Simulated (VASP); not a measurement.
A run of VASP 6.6.1:

The input INCAR:

```
SYSTEM = AlB2P3
PREC = Accurate
ENCUT = 520
EDIFF = 1E-7
ISMEAR = 0
SIGMA = 0.2
LREAL = .False.
LASPH = .True.
NELM = 100
ALGO = Normal
ISIF = 2
LWAVE = .False.
LCHARG = .False.
GGA = PE
NBANDS = 36
```

Contents of KPOINTS:

```
Automatic mesh
0
Gamma
  6 4 4
  0 0 0
```

File POSCAR:

```
AlB2P3
1.0
    1.7076831881     -2.9577940449      0.0000000000
   -5.1230495642     -2.9577940449      0.0000000000
    0.0000000000      0.0000000000     -8.6495964377
Al B P
2 4 6
Direct
    0.5000000000      0.8333333333      0.3292768045
    0.0000000000      0.3333333333      0.3292768045
    0.5000000000      0.5000000000      0.9806853831
    1.0000000000      1.0000000000      0.9806853831
    1.0000000000      0.6666666667      0.6812245854
    0.5000000000      0.1666666667      0.6812245854
    0.5000000000      0.5000000000      0.7527522502
    1.0000000000      1.0000000000      0.7527522502
    1.0000000000      0.6666666667      0.4528434261
    0.5000000000      0.1666666667      0.4528434261
    0.5000000000      0.8333333333      0.0532175506
    0.0000000000      0.3333333333      0.0532175506
```

Potentials or basis: VASP PAW PBE potentials, release 64 (Al, B, P).

The run is started by

```bash
$ cat potpaw_PBE.64/Al/POTCAR potpaw_PBE.64/B/POTCAR potpaw_PBE.64/P/POTCAR > POTCAR
$ mpirun -np 1 vasp_std > vasp.out
```

Hardware: 1 thread of AMD EPYC 9R45 96-Core Processor (Zen 5), with other jobs on the host.

Problem. Estimate the wall time of this run.

Solution. Run time: 2.2 min on 1 thread of AMD EPYC 9R45 96-Core Processor (Zen 5), with other jobs on the host, peak memory 0.36 GiB. Counts: scf iterations 17, k points 40.
